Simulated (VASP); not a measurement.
MgO:

```
Mg O
1.0
     3.25534    0.00000    0.00000
    -1.62767    2.81920    0.00000
     0.00000    0.00000    5.10599
Mg O
2 2
Cartesian
  0.0000 1.8795 -0.0338
  1.6277 0.9397 2.5192
  0.0000 1.8795 1.9485
  1.6277 0.9397 4.5015
```

This cell differs from its parent crystal: epitaxial xy strain -1.0%.

Base run:

| Quantity | Value |
| --- | --- |
| Program | VASP 6.6.1 |
| Functional | PBE |
| Potentials or basis | VASP PAW PBE potentials, release 64 (Mg, O) |
| Cutoff | 520 eV |
| k mesh | 12 × 12 × 6 |
| Occupations | fermi-dirac, width 0.02 eV |
| Spin | no spin polarisation |

Its results: band gap on the k mesh 3.66 eV, direct; pressure 4.7 GPa; largest force 0.005 eV/Å.

Problem. The run is repeated on the same cell with these changes: functional from PBE to r2SCAN; occupations from fermi-dirac, width 0.02 eV to gaussian, width 0.01 eV. What comes out?

Solution. Band gap on the k mesh 4.33 eV, direct; pressure 0.6 GPa; largest force 0.004 eV/Å.

Caveats: the PAW data sets were made with another functional, which shifts forces and pressure a little (some runs).

A k mesh can miss the band edges.
